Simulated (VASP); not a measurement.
Ge:

```
CELL_PARAMETERS angstrom
-2.57449 2.57449 1.39741
2.57449 -2.57449 1.39741
2.57449 2.57449 -1.39741
ATOMIC_POSITIONS crystal
Ge 0.50000 0.50000 0.00000
Ge 0.25000 0.75000 0.50000
```

```yaml
Program: VASP 6.6.1
Task: relaxation of cell and atoms
Functional: PBEsol
Dispersion: D3(BJ)
Potentials_or_basis: VASP PAW PBE potentials, release 64 (Ge_d)
Cutoff: 600 eV
k_mesh: 11 × 11 × 11
Occupations: fermi-dirac, width 0.05 eV
Spin: no spin polarisation
```

At the start: pressure -3.5 GPa; volume 18.52 Å³/atom.

**Question.** How do energy, volume and symmetry change on relaxing?

**Answer.** Over 7 steps the energy falls by 9.5 meV/atom and the volume is 17.71 Å³/atom (-4.4 %); space group I4_1/amd (No. 141, to 0.05 Å).

The path:
```csv
step,energy change (eV),largest force (eV/Å),pressure (GPa),volume (Å³)
1,0.0000,0.0000,-3.54,37.05
2,-0.0172,0.0000,1.24,34.90
3,-0.0191,0.0000,0.07,35.39
4,-0.0191,0.0000,-0.12,35.42
5,-0.0191,0.0000,-0.07,35.42
6,-0.0191,0.0000,-0.06,35.42
7,-0.0191,0.0000,-0.03,35.42
```

Final structure:
```cif
data_structure
_symmetry_space_group_name_H-M 'P 1'
_symmetry_Int_Tables_number 1
_cell_length_a 3.8428
_cell_length_b 3.8428
_cell_length_c 3.8428
_cell_angle_alpha 97.360
_cell_angle_beta 97.360
_cell_angle_gamma 138.054
_cell_volume 35.42
loop_
_atom_site_label
_atom_site_type_symbol
_atom_site_fract_x
_atom_site_fract_y
_atom_site_fract_z
_atom_site_occupancy
Ge1 Ge 0.50000 0.50000 0.00000 1
Ge2 Ge 0.25000 0.75000 0.50000 1
```

Caveat: the PAW data sets were made with another functional, which shifts forces and pressure a little; pairwise dispersion overbinds metals, which lowers pressure and volume.
